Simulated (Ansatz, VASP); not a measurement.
## One calculation of Ti, two programs

```
CELL_PARAMETERS angstrom
2.90754 0.00000 0.00000
0.00000 2.90754 0.00000
0.00000 0.00000 20.80598
ATOMIC_POSITIONS crystal
Ti 0.50000 0.50000 0.19225
Ti 0.00000 0.00000 0.28371
Ti 0.50000 0.50000 0.37518
```

Alike in both runs: task single point; functional PBE; k mesh 9 × 9 × 1; occupations gaussian, width 0.1 eV; no spin polarisation.

|  | VASP | Ansatz |
| --- | --- | --- |
| version | VASP 6.6.1 | Ansatz 0.2.0 |
| potentials or method | VASP PAW PBE potentials, release 64 (Ti_sv), cutoff 520 eV | scalar-relativistic, plane waves, PAW |
| valence electrons in the cell | 36 | 36 |

```csv
,VASP,Ansatz,Ansatz less VASP
gap on the k mesh at the Fermi level (eV),none,none,-
rms of the force components (eV/Å),0.007,0.000,-0.0066
```

Atom by atom the forces differ by 0.007 eV/Å (rms over components). A gap of «none» marks a metal or a gap that the smearing closes. Ansatz's warnings: vacuum below fermi.
